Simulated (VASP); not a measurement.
Set up this calculation in VASP 6.6.1, as the native input.

```
Task                   : single point
Functional             : PBE
Potentials or basis    : VASP PAW PBE potentials, release 64 (Mn_pv, Sn_d)
Cutoff                 : 520 eV
k mesh                 : 12 × 12 × 12
Occupations            : gaussian, width 0.1 eV
Spin                   : collinear spin, ferromagnetic start
Starting moments       : [3.07, 3.07, 1.64, 0.0] μB
Dipole correction      : no
Further INCAR settings : ALGO = Normal; EDIFF = 1e-06; NBANDS = 38
```

The structure of Mn3Sn lies in POSCAR:

```
Mn3Sn
1.0
    0.0000000000      3.0662651465      3.0662651465
    3.0662651465      0.0000000000      3.0662651465
    3.0662651465      3.0662651465      0.0000000000
Mn Sn
3 1
Direct
    0.7500000000      0.7500000000      0.7500000000
    0.2500000000      0.2500000000      0.2500000000
    0.5000000000      0.5000000000      0.5000000000
    0.0000000000      0.0000000000      0.0000000000
```

The input as run:

INCAR

```
SYSTEM = Mn3Sn
ALGO = Normal ; EDIFF = 1E-6
ENCUT = 520 ; GGA = PE
ISIF = 2 ; ISMEAR = 0
ISPIN = 2 ; LASPH = .TRUE.
LCHARG = .FALSE. ; LMAXMIX = 4
LORBIT = 11 ; LREAL = .FALSE.
LWAVE = .FALSE. ; MAGMOM = 3.07 3.07 1.64 0
NBANDS = 38 ; NELM = 150
PREC = Accurate ; SIGMA = 0.1
```

KPOINTS

```
k-points
0
G
  12 12 12
  0 0 0
```

Potentials or basis: VASP PAW PBE potentials, release 64 (Mn_pv, Sn_d).

Launch:

```sh
$ cat potpaw_PBE.64/Mn_pv/POTCAR potpaw_PBE.64/Sn_d/POTCAR > POTCAR
$ mpirun -np 1 vasp_std > vasp.out
```

Results of the run:

The pressure is 0.1 GPa, the net moment is 7.14 μB per cell and the site moments are Mn +2.82, +1.50; Sn -0.12 μB. The valence electrons inside the program's atomic spheres are Mn 11.69, 11.68; Sn 12.57.

It took 100 s on 1 thread of Intel(R) Xeon(R) 6975P-C (Granite Rapids), on a shared host, peak memory 0.36 GiB.
